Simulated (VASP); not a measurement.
# Pt (P6_3/mmc) in VASP: notebook

Runs on Pt. Level: r2SCAN. Tasks: single point.

Everything below comes from runs of VASP 6.6.1. Logs are shortened: lines on timing, memory, paths and dates and some standing lists are left out, and cuts for length are marked.

### 1 The cell of the first run

It takes space group P6_3/mmc (No. 194, hexagonal). Conventional cell: a = 2.797 Å, b = 2.797 Å, c = 4.855 Å, α = 90.00°, β = 90.00°, γ = 120.00°. Pt (site symmetry -6m2) has 12 Pt at 2.80 to 2.92 Å within 3.7 Å.

This isn't the form of Pt at room conditions, which is fcc.

### 2 Single point, r2SCAN

File POSCAR:

```
Pt
1.0
    2.7969947187      0.0000000000      0.0000000000
   -1.3984973594      2.4222685948      0.0000000000
    0.0000000000      0.0000000000      4.8551956265
Pt
2
Direct
    0.6666666667      0.3333333333      0.7500000000
    0.3333333333      0.6666666667      0.2500000000
```

File INCAR.step1:

```
PREC = Accurate ; ENCUT = 630
ISMEAR = -1 ; SIGMA = 0.1
LREAL = False ; LASPH = True
NELM = 120 ; NBANDS = 25
GGA = PE ; ALGO = Normal
EDIFF = 1E-5 ; LWAVE = True
LCHARG = False ; GGA_COMPAT = False
```

File INCAR.step2:

```
PREC = Accurate ; ENCUT = 630
EDIFF = 1E-6 ; ISMEAR = -1
SIGMA = 0.1 ; LREAL = False
LASPH = True ; NELM = 120
ALGO = Normal ; ISIF = 2
LWAVE = False ; LCHARG = False
METAGGA = R2SCAN ; LMIXTAU = True
NBANDS = 25 ; ISTART = 1
GGA_COMPAT = False
```

File KPOINTS:

```
regular mesh
0
Gamma
  12 12 6
```

Potentials or basis: VASP PAW PBE potentials, release 64 (Pt_sv_GW).

Run with:

```
$ cat potpaw_PBE.64/Pt_sv_GW/POTCAR > POTCAR
$ cp INCAR.step1 INCAR
$ mpirun -np 1 vasp_std > vasp.out
$ cp INCAR.step2 INCAR
$ mpirun -np 1 vasp_std > vasp.out
```

OUTCAR:

```text
PREC = Accurate
   ENCUT = 630
   EDIFF = 1E-6
   ISMEAR = -1
   LREAL = False
   LASPH = True
   NELM = 120
   ISIF = 2
   METAGGA = R2SCAN
   ISTART = 1

 ion  position               nearest neighbor table
   1  0.667  0.333  0.750-   2 2.92   2 2.92   2 2.92   2 2.92   2 2.92   2 2.92
   2  0.333  0.667  0.250-   1 2.92   1 2.92   1 2.92   1 2.92   1 2.92   1 2.92

  LATTYP: Found a hexagonal cell.
 ALAT       =     2.7969947187
 C/A-ratio  =     1.7358615639

  Lattice vectors:

 A1 = (   2.7969947187,   0.0000000000,   0.0000000000)
 A2 = (  -1.3984973594,   2.4222685948,   0.0000000000)
 A3 = (   0.0000000000,   0.0000000000,   4.8551956265)

Analysis of symmetry for initial positions (statically):
=====================================================================
 Subroutine PRICEL returns:
 Original cell was already a primitive cell.

 Routine SETGRP: Setting up the symmetry group for a
 hexagonal supercell.

 Subroutine GETGRP returns: Found 24 space group operations
 (whereof 12 operations were pure point group operations)
 out of a pool of 24 trial point group operations.

The static configuration has the point symmetry D_3d.
 The point group associated with its full space group is D_6h.

Analysis of symmetry for dynamics (positions and initial velocities):
=====================================================================
 Subroutine PRICEL returns:
 Original cell was already a primitive cell.

 Routine SETGRP: Setting up the symmetry group for a
 hexagonal supercell.

 Subroutine GETGRP returns: Found 24 space group operations
 (whereof 12 operations were pure point group operations)
 out of a pool of 24 trial point group operations.

The dynamic configuration has the point symmetry D_3d.
 The point group associated with its full space group is D_6h.

 Subroutine INISYM returns: Found 24 space group operations
 (whereof 12 operations are pure point group operations),
 and found     1 'primitive' translations

----------------------------------------------------------------------------------------

                                     Primitive cell

  volume of cell :      32.8943

  direct lattice vectors                    reciprocal lattice vectors
     2.796994719  0.000000000  0.000000000     0.357526596  0.206418067  0.000000000
    -1.398497359  2.422268595  0.000000000     0.000000000  0.412836133  0.000000000
     0.000000000  0.000000000  4.855195626     0.000000000  0.000000000  0.205964924

  length of vectors
     2.796994719  2.796994818  4.855195626     0.412836148  0.412836133  0.205964924

  position of ions in fractional coordinates (direct lattice)
     0.666666667  0.333333333  0.750000000
     0.333333333  0.666666667  0.250000000

  ion indices of the primitive-cell ions
   primitive index   ion index
                 1           1
                 2           2

----------------------------------------------------------------------------------------

 KPOINTS: regular mesh

Automatic generation of k-mesh.
 Grid dimensions read from file:
 generate k-points for:   12   12    6

 Generating k-lattice:

  Cartesian coordinates                     Fractional coordinates (reciprocal lattice)
     0.029793883  0.017201506  0.000000000     0.083333333 -0.000000000  0.000000000
     0.000000000  0.034403011  0.000000000     0.000000000  0.083333333  0.000000000
     0.000000000  0.000000000  0.034327487     0.000000000  0.000000000  0.166666667

  Length of vectors
     0.034403012  0.034403011  0.034327487

  Shift w.r.t. Gamma in fractional coordinates (k-lattice)
     0.000000000  0.000000000  0.000000000

 Subroutine IBZKPT returns following result:
 ===========================================

 Found     76 irreducible k-points:

 Following reciprocal coordinates:
            Coordinates               Weight
  0.000000  0.000000  0.000000      1.000000
  0.083333  0.000000  0.000000      6.000000
  0.166667  0.000000  0.000000      6.000000
  0.250000  0.000000  0.000000      6.000000
  0.333333  0.000000  0.000000      6.000000
  0.416667  0.000000  0.000000      6.000000
[... 16 lines left out ...]
  0.250000  0.000000  0.166667     12.000000
  0.333333  0.000000  0.166667     12.000000
 [... further k-points ...]
   k-points           NKPTS =     76   k-points in BZ     NKDIM =     76   number of bands    NBANDS=     25
   number of dos      NEDOS =    301   number of ions     NIONS =      2
   total plane-waves  NPLWV =  23040
   dimension x,y,z NGX =    24 NGY =   24 NGZ =   40
   dimension x,y,z NGXF=    48 NGYF=   48 NGZF=   80
   ions per type =               2
   NGX,Y,Z   is equivalent  to a cutoff of  14.26, 14.26, 13.70 a.u.
   NGXF,Y,Z  is equivalent  to a cutoff of  28.53, 28.53, 27.39 a.u.
 SYSTEM =  unknown system
   PREC   = accura    normal or accurate (medium, high low for compatibility)
   ISTART =      1    job   : 0-new  1-cont  2-samecut
   ICHARG =      0    charge: 1-file 2-atom 10-const
   ISPIN  =      1    spin polarized calculation?
   LNONCOLLINEAR =      F non collinear calculations
   LSORBIT =      F    spin-orbit coupling
   LASPH  =      T    aspherical Exc in radial PAW
   ENCUT  =  630.0 eV  46.30 Ry    6.80 a.u.   5.72  5.72  9.94*2*pi/ulx,y,z
   NELM   =    120;   NELMIN=  2; NELMDL=  0     # of ELM steps
   EDIFF  = 0.1E-05   stopping-criterion for ELM
   LREAL  =      F    real-space projection
   EDIFFG = 0.1E-04   stopping-criterion for IOM
   NSW    =      0    number of steps for IOM
   IBRION =     -1    ionic relax: 0-MD 1-quasi-New 2-CG
   NFREE  =      0    steps in history (QN), initial steepest desc. (CG)
   ISIF   =      2    stress and relaxation
   ISYM   =      2    0-nonsym 1-usesym 2-fastsym
   POTIM  = 0.5000    time-step for ionic-motion
   TEBEG  =    0.0;   TEEND  =   0.0 temperature during run
   PSTRESS=    0.0 pullay stress
   NELECT =      36.0000    total number of electrons
   NUPDOWN=      -1.0000    fix difference up-down
   EMIN   =  10.00;   EMAX   =-10.00  energy-range for DOS
   EFERMI =   0.00;   METHOD = LEGACY
   ISMEAR =    -1;   SIGMA  =   0.10  broadening in eV -4-tet -1-fermi 0-gaus
   EFERMI_NEDOS =   21; number of points for ismear=-14 and -15
   IALGO  =     38    algorithm
   IMIX   =      4    mixing-type and parameters
     AMIX     =   0.40;   BMIX     =  1.00
     AMIX_MAG =   1.60;   BMIX_MAG =  1.00
  volume/ion in A,a.u.               =      16.45       110.99
  Fermi-wavevector in a.u.,A,eV,Ry     =   1.687079  3.188117 38.725389  2.846236
  Thomas-Fermi vector in A             =   2.769629
   LORBIT       =      0    0 simple, 1 ext, 2 COOP (PROOUT), +10 PAW based schemes
   METAGGA = R2SCAN    functional components
   LHFCALC =     F    Hartree Fock is set to
   AEXX    =    0.0000 exact exchange contribution
   IVDW    =     0    specifies the selected vdW correction
   LEPSILON=     F    determine dielectric tensor
   LRPA    =     F    only Hartree local field effects (RPA)
 non-spin polarized calculation
  energy-cutoff  :      630.00
  volume of cell :       32.89
 maximum number of plane-waves:      1200
 NGX is ok and might be reduce to    24
   NGX = 11   NGY = 11   NGZ = 19

 number of electron      35.9999999 magnetization

 Free energy of the ion-electron system (eV)
  ---------------------------------------------------
  ext. energy  EPLUGINS =         0.00000000
  ---------------------------------------------------
  free energy    TOTEN  =      -102.66308669 eV

  energy without entropy =     -102.54493726  energy(sigma->0) =     -102.60401197

 E-fermi :   8.9334     XC(G=0): -14.6072

 val. band max:        8.9252331372   @ k =   0.2500   0.1667   0.5000
 cond. band min:       8.9343130667   @ k =   0.2500   0.2500   0.0000
 fundamental gap:      0.0090799295
 Fermi energy:         8.9334277250

 k-point     1 :       0.0000    0.0000    0.0000
  band No.  band energies     occupation
      1     -91.3905      2.00000
      2     -91.3740      2.00000
      3     -45.0416      2.00000
      4     -44.8569      2.00000
      5     -44.8569      2.00000
      6     -44.8197      2.00000
[... 17 lines left out ...]
     24      27.0241      0.00000
     25      30.4729      0.00000

 k-point     2 :       0.0833    0.0000    0.0000
  band No.  band energies     occupation
      1     -91.3891      2.00000
      2     -91.3728      2.00000
      3     -45.0341      2.00000
      4     -44.8805      2.00000
      5     -44.8638      2.00000
      6     -44.8439      2.00000
[... 17 lines left out ...]
     24      27.2318      0.00000
     25      29.2067      0.00000

 k-point     3 :       0.1667    0.0000    0.0000
  band No.  band energies     occupation
      1     -91.3849      2.00000
      2     -91.3697      2.00000
      3     -45.0129      2.00000
      4     -44.9447      2.00000
      5     -44.9091      2.00000
      6     -44.8823      2.00000
[... 17 lines left out ...]
     24      27.2508      0.00000
     25      27.3406      0.00000

 k-point     4 :       0.2500    0.0000    0.0000
  band No.  band energies     occupation
      1     -91.3781      2.00000
      2     -91.3650      2.00000
      3     -45.0321      2.00000
      4     -44.9966      2.00000
      5     -44.9813      2.00000
      6     -44.9069      2.00000
[... 17 lines left out ...]
     24      25.9125      0.00000
     25      27.9371      0.00000

 k-point     5 :       0.3333    0.0000    0.0000
  band No.  band energies     occupation
      1     -91.3710      2.00000
      2     -91.3611      2.00000
      3     -45.1195      2.00000
      4     -45.0827      2.00000
      5     -44.9450      2.00000
      6     -44.9313      2.00000
[... 17 lines left out ...]
     24      24.5254      0.00000
     25      24.5561      0.00000

 k-point     6 :       0.4167    0.0000    0.0000
  band No.  band energies     occupation
      1     -91.3654      2.00000
      2     -91.3582      2.00000
      3     -45.1831      2.00000
      4     -45.1449      2.00000
      5     -44.9488      2.00000
      6     -44.9119      2.00000
[... 17 lines left out ...]
     24      22.0016      0.00000
     25      23.3866      0.00000
[... 393 lines left out ...]
 k-point    21 :       0.0833    0.0000    0.1667
  band No.  band energies     occupation
      1     -91.3881      2.00000
      2     -91.3740      2.00000
      3     -45.0156      2.00000
      4     -44.8773      2.00000
      5     -44.8612      2.00000
      6     -44.8476      2.00000
[... 17 lines left out ...]
     24      26.8350      0.00000
     25      28.5956      0.00000

 k-point    22 :       0.1667    0.0000    0.1667
  band No.  band energies     occupation
      1     -91.3836      2.00000
      2     -91.3706      2.00000
      3     -45.0015      2.00000
      4     -44.9364      2.00000
      5     -44.9137      2.00000
      6     -44.8793      2.00000
[... 17 lines left out ...]
     24      27.1427      0.00000
     25      27.5505      0.00000

 k-point    23 :       0.2500    0.0000    0.1667
  band No.  band energies     occupation
      1     -91.3771      2.00000
      2     -91.3658      2.00000
      3     -45.0392      2.00000
      4     -45.0030      2.00000
      5     -44.9561      2.00000
      6     -44.9036      2.00000
[... 17 lines left out ...]
     24      25.6485      0.00000
     25      26.8387      0.00000

 k-point    24 :       0.3333    0.0000    0.1667
  band No.  band energies     occupation
      1     -91.3703      2.00000
      2     -91.3616      2.00000
      3     -45.1223      2.00000
      4     -45.0890      2.00000
      5     -44.9277      2.00000
      6     -44.9275      2.00000
[... 17 lines left out ...]
     24      23.8447      0.00000
     25      25.3723      0.00000

 [... further k-points ...]

------------------------ aborting loop because EDIFF is reached ----------------------------------------

  FORCE on cell =-STRESS in cart. coord.  units (eV):
  Direction    XX          YY          ZZ          XY          YZ          ZX
  --------------------------------------------------------------------------------------
  -------------------------------------------------------------------------------------
  Total       -3.1676911     -3.1676914     -2.8061480      0.0000000     -0.0000000      0.0000000
  in kB     -154.2882053   -154.2882199   -136.6785839      0.0000000     -0.0000000      0.0000000
  external PRESSURE =    -148.4183364 kB  Pullay stress =       0.0000000 kB

 VOLUME and BASIS-vectors are now :
 -----------------------------------------------------------------------------
  energy-cutoff  :      630.00
  volume of cell :       32.89
      direct lattice vectors                 reciprocal lattice vectors
     2.796994719  0.000000000  0.000000000     0.357526596  0.206418067  0.000000000
    -1.398497359  2.422268595  0.000000000     0.000000000  0.412836133  0.000000000
     0.000000000  0.000000000  4.855195626     0.000000000  0.000000000  0.205964924

 POSITION                                       TOTAL-FORCE (eV/Angst)
 -----------------------------------------------------------------------------------
      1.39850      0.80742      3.64140        -0.000000      0.000000      0.000000
     -0.00000      1.61485      1.21380         0.000000     -0.000000      0.000000
 -----------------------------------------------------------------------------------
    total drift:                               -0.000000      0.000000     -0.000000

  FREE ENERGIE OF THE ION-ELECTRON SYSTEM (eV)
  ---------------------------------------------------
  free  energy   TOTEN  =      -102.6630866856 eV

  energy  without entropy=     -102.5449372605  energy(sigma->0) =     -102.60401197
```

Wall time 3.5 min (1 thread of Intel Xeon Platinum 8488C (Sapphire Rapids), shared host); peak memory 0.22 GiB.

What came out:

- Free energy: -102.6631 eV
- Pressure: -14.8 GPa
- Band gap on the k mesh: zero (bands 18 and 19 overlap by 1.30 eV)

Stress tensor (GPa, compression positive):
```
-15.43   0.00   0.00
  0.00 -15.43   0.00
  0.00   0.00 -13.67
```

Caveat: the cell stands under tension; the PAW data sets were made with another functional, which shifts forces and pressure a little; spin-orbit coupling is left out, which moves the levels of the heavy elements.

### 3 Single point, r2SCAN

This run uses another cell than the first one, of 15.02 Å³/atom.

File POSCAR:

```
Pt
1.0
    2.7138660098      0.0000000000      0.0000000000
   -1.3569330049      2.3502770176      0.0000000000
    0.0000000000      0.0000000000      4.7108956958
Pt
2
Direct
    0.6666666667      0.3333333333      0.7500000000
    0.3333333333      0.6666666667      0.2500000000
```

File INCAR.step1:

```
SYSTEM = Pt
PREC = Accurate ; ENCUT = 630
ISMEAR = -1 ; SIGMA = 0.1
LREAL = .FALSE. ; LASPH = .TRUE.
NELM = 120 ; NBANDS = 25
GGA = PE ; ALGO = Normal
EDIFF = 1E-5 ; LWAVE = .TRUE.
LCHARG = .FALSE. ; GGA_COMPAT = .FALSE.
```

File INCAR.step2:

```
SYSTEM = Pt
PREC = Accurate ; ENCUT = 630
EDIFF = 1E-6 ; ISMEAR = -1
SIGMA = 0.1 ; LREAL = .FALSE.
LASPH = .TRUE. ; NELM = 120
ALGO = Normal ; ISIF = 2
LWAVE = .FALSE. ; LCHARG = .TRUE.
METAGGA = R2SCAN ; LMIXTAU = .TRUE.
LELF = .TRUE. ; LVHAR = .TRUE.
NBANDS = 25 ; ISTART = 1
GGA_COMPAT = .FALSE.
```

File KPOINTS:

```
Automatic mesh
0
G
  12 12 6
  0 0 0
```

Potentials or basis: VASP PAW PBE potentials, release 64 (Pt_sv_GW).

Run with:

```
$ cat potpaw_PBE.64/Pt_sv_GW/POTCAR > POTCAR
$ cp INCAR.step1 INCAR
$ mpirun -np 1 vasp_std > vasp.out
$ cp INCAR.step2 INCAR
$ mpirun -np 1 vasp_std > vasp.out
```

OUTCAR:

```text
SYSTEM = Pt
   PREC = Accurate
   ENCUT = 630
   EDIFF = 1E-6
   ISMEAR = -1
   LREAL = .FALSE.
   LASPH = .TRUE.
   NELM = 120
   ISIF = 2
   METAGGA = R2SCAN
   ISTART = 1

 ion  position               nearest neighbor table
   1  0.667  0.333  0.750-   2 2.83   2 2.83   2 2.83   2 2.83   2 2.83   2 2.83
   2  0.333  0.667  0.250-   1 2.83   1 2.83   1 2.83   1 2.83   1 2.83   1 2.83

  LATTYP: Found a hexagonal cell.
 ALAT       =     2.7138660098
 C/A-ratio  =     1.7358615638

  Lattice vectors:
[... 861 lines left out ...]

------------------------ aborting loop because EDIFF is reached ----------------------------------------

  FORCE on cell =-STRESS in cart. coord.  units (eV):
  Direction    XX          YY          ZZ          XY          YZ          ZX
  --------------------------------------------------------------------------------------
  -------------------------------------------------------------------------------------
  Total        1.3513991      1.3513992      1.1231551      0.0000000      0.0000000      0.0000000
  in kB       72.0581751     72.0581819     59.8879408      0.0000000      0.0000000      0.0000000
  external PRESSURE =      68.0014326 kB  Pullay stress =       0.0000000 kB

 VOLUME and BASIS-vectors are now :
 -----------------------------------------------------------------------------
  energy-cutoff  :      630.00
  volume of cell :       30.05
      direct lattice vectors                 reciprocal lattice vectors
     2.713866010  0.000000000  0.000000000     0.368478030  0.212740880  0.000000000
    -1.356933005  2.350277018  0.000000000     0.000000000  0.425481759  0.000000000
     0.000000000  0.000000000  4.710895696     0.000000000  0.000000000  0.212273857

 POSITION                                       TOTAL-FORCE (eV/Angst)
 -----------------------------------------------------------------------------------
      1.35693      0.78343      3.53317         0.000000      0.000000      0.000000
     -0.00000      1.56685      1.17772        -0.000000     -0.000000      0.000000
 -----------------------------------------------------------------------------------
    total drift:                                0.000000     -0.000000      0.000000

  FREE ENERGIE OF THE ION-ELECTRON SYSTEM (eV)
  ---------------------------------------------------
  free  energy   TOTEN  =      -102.7417527634 eV

  energy  without entropy=     -102.6356122038  energy(sigma->0) =     -102.68868248
```

OSZICAR.step1:

```text
N       E                     dE             d eps       ncg     rms          rms(c)
DAV:   1     0.488103485647E+03    0.48810E+03   -0.29756E+04  4001   0.186E+03
DAV:   2     0.327257743450E+01   -0.48483E+03   -0.47451E+03  4401   0.646E+02
DAV:   3    -0.138399047952E+02   -0.17112E+02   -0.16916E+02  4550   0.119E+02
DAV:   4    -0.139608315878E+02   -0.12093E+00   -0.12083E+00  4308   0.104E+01
DAV:   5    -0.139615557661E+02   -0.72418E-03   -0.72408E-03  4612   0.762E-01    0.912E+01
DAV:   6    -0.121318765539E+02    0.18297E+01   -0.34610E+00  4093   0.155E+01    0.487E+01
DAV:   7    -0.120644005541E+02    0.67476E-01   -0.78858E-01  4572   0.667E+00    0.817E+00
DAV:   8    -0.120281569279E+02    0.36244E-01   -0.16060E-01  4053   0.380E+00    0.875E-01
DAV:   9    -0.120278773138E+02    0.27961E-03   -0.30858E-03  4147   0.588E-01    0.380E-01
DAV:  10    -0.120278039460E+02    0.73368E-04   -0.11278E-04  4610   0.130E-01    0.217E-01
DAV:  11    -0.120278079223E+02   -0.39763E-05   -0.21068E-05  2959   0.407E-02
   1 F= -.12027808E+02 E0= -.11971255E+02  d E =-.113105E+00
```

Run time: 2.8 min. Hardware: 1 thread of Intel Xeon Platinum 8259CL at 2.50GHz (Skylake/Cascade Lake), shared host; peak memory 0.22 GiB.

Results:

```
Free energy            : -102.7418 eV
Pressure               : 6.8 GPa
Band gap on the k mesh : zero (bands 18 and 19 overlap by 1.52 eV)
```

Levels at points of the mesh, in eV from the Fermi level:
```tsv
k point	band 16	band 17	band 18	band 19	band 20	band 21
(0.00, 0.00, 0.00)	-2.07	-2.07	-0.73	-0.30	-0.30	5.30
(0.50, 0.00, 0.00)	-0.05	0.35	0.58	2.56	4.18	7.99
(0.00, 0.00, 0.50)	-3.82	-0.94	-0.94	-0.94	-0.94	12.95
(0.50, 0.00, 0.50)	-0.93	0.48	0.48	1.87	1.87	7.26
```

Caveat: the cell stands under pressure; the PAW data sets were made with another functional, which shifts forces and pressure a little; spin-orbit coupling is left out, which moves the levels of the heavy elements.
